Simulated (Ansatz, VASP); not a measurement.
Two plane-wave programs on PbF2

```
CELL_PARAMETERS angstrom
2.96366 2.96366 0.00000
-2.96366 2.96366 0.00000
0.00000 2.96366 2.96366
ATOMIC_POSITIONS crystal
Pb 0.00000 0.00000 0.00000
F 0.25000 0.75000 0.50000
F 0.75000 0.25000 0.50000
```

Alike in both runs: task relaxation of cell and atoms; functional r2SCAN; k mesh 12 × 12 × 12; occupations fermi-dirac, width 0.1 eV; no spin polarisation.

|  | VASP | Ansatz |
| --- | --- | --- |
| version | VASP 6.6.1 | Ansatz 0.2.0 |
| potentials or method | VASP PAW PBE potentials, release 64 (Pb_d, F) | PAW with Ansatz's default frozen-core files, scalar-relativistic |
| plane-wave cutoff (eV) | 600 | 500 |
| valence electrons in the cell | 28 | 28 |

```csv
,VASP,Ansatz,Ansatz less VASP
relaxed volume (Å³/atom),17.27,17.30,+0.030
relaxed length of the cell vector where the two differ most in proportion (Å),4.184,4.187,+0.0024
```

VASP's potentials were made for PBE, not for r2SCAN.

Spin-orbit coupling is off throughout.
